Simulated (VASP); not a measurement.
Write the native input for VASP 6.6.1 that does the following.

```yaml
Task: single point
Functional: LDA
Potentials_or_basis: VASP PAW LDA potentials, release 64 (Ru_sv)
Cutoff: 560 eV
k_mesh: 19 × 19 × 10
Occupations: fermi-dirac, width 0.1 eV
Spin: no spin polarisation
Dipole_correction: no
Further_INCAR_settings: ALGO = Normal; EDIFF = 1e-06; NBANDS = 23
```

The structure of Ru lies in POSCAR:

```
Ru
1.0
    2.3920293528      0.0000000000      0.0000000000
   -1.1960146764      2.0715581861      0.0000000000
    0.0000000000      0.0000000000      3.8202807392
Ru
2
Direct
    0.3333333333      0.6666666667      0.2500000000
    0.6666666667      0.3333333333      0.7500000000
```

One way to write it, as run:

INCAR

```
  ALGO = Normal
  EDIFF = 1E-6
  ENCUT = 560
  GGA_COMPAT = False
  ISIF = 2
  ISMEAR = -1
  LASPH = True
  LCHARG = False
  LREAL = False
  LWAVE = False
  NBANDS = 23
  NELM = 120
  PREC = Accurate
  SIGMA = 0.1
```

KPOINTS

```
k-points
0
Gamma
  19 19 10
```

Potentials or basis: VASP PAW LDA potentials, release 64 (Ru_sv).

Run with:

```console
$ cat potpaw_LDA.64/Ru_sv/POTCAR > POTCAR
$ mpirun -np 1 vasp_std > vasp.out
```

Results of the run:

```
Pressure               : 251.6 GPa
Band gap on the k mesh : zero (bands 16 and 17 overlap by 5.46 eV)
```

Caveat: the cell stands under pressure.

It took 62 s on 1 thread of Intel(R) Xeon(R) Platinum 8375C CPU @ 2.90GHz (Ice Lake), on a shared host, peak memory 0.19 GiB.
